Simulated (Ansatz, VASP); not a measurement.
**Pt: VASP beside Ansatz**

```
Pt
1.0
     0.00000    1.95904    1.95904
     1.95904    0.00000    1.95904
     1.95904    1.95904    0.00000
Pt
1
Direct
  0.00000 0.00000 0.00000
```

Alike in both runs: task relaxation of cell and atoms; functional PBEsol; k mesh 20 × 20 × 20; occupations fermi-dirac, width 0.15 eV; no spin polarisation.

|  | VASP | Ansatz |
| --- | --- | --- |
| version | VASP 6.6.1 | Ansatz 0.2.0 |
| potentials or method | VASP PAW PBE potentials, release 64 (Pt), cutoff 600 eV | scalar-relativistic, plane waves, PAW |
| valence electrons in the cell | 10 | 18 |

Ansatz gave:

- gap on the k mesh at the Fermi level, each at its own relaxed structure (eV): none
- relaxed volume (Å³/atom): 15.08
- relaxed cell length with the largest relative difference (Å): 2.773

Q: Which values does VASP return?

A: gap on the k mesh at the Fermi level, each at its own relaxed structure (eV): none; relaxed volume (Å³/atom): 15.06; relaxed cell length with the largest relative difference (Å): 2.772.

VASP's potentials were made for PBE, not for PBEsol. A gap of «none» marks a metal or a gap that the smearing closes. VASP's potentials hold 10 valence electrons a cell and Ansatz's 18, so a difference there can come from the potentials and not from the codes.

Spin-orbit coupling is off throughout.
